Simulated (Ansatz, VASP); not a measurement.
**SnSe: VASP beside Ansatz**

```
Sn Se
1.0
     4.18990    0.00000    0.00000
     0.00000    4.18990    0.00000
     0.00000    0.00000   10.97962
Sn Se
2 2
Direct
  0.50000 0.00000 0.37816
  0.00000 0.50000 0.62184
  0.50000 0.00000 0.60584
  0.00000 0.50000 0.37822
```

Alike in both runs: task single point; functional LDA; k mesh 6 × 6 × 4; occupations gaussian, width 0.05 eV; no spin polarisation.

|  | VASP | Ansatz |
| --- | --- | --- |
| version | VASP 6.6.1 | Ansatz 0.2.0 |
| potentials or method | VASP PAW LDA potentials, release 64 (Sn_d, Se), cutoff 500 eV | scalar-relativistic, plane waves, PAW |
| valence electrons in the cell | 40 | 60 |

```tsv
	VASP	Ansatz	Ansatz less VASP
gap on the k mesh at the Fermi level (eV)	1.28	1.29	+0.019
least direct gap on the mesh (eV)	1.28	1.29	+0.019
rms of the force components (eV/Å)	0.595	0.581	-0.0136
```

LDA's correlation is that of Perdew and Zunger in VASP and of Perdew and Wang (1992) in Ansatz. Atom by atom the forces differ by 0.018 eV/Å (rms over components). VASP's potentials hold 40 valence electrons a cell and Ansatz's 60, so a difference there can come from the potentials and not from the codes.
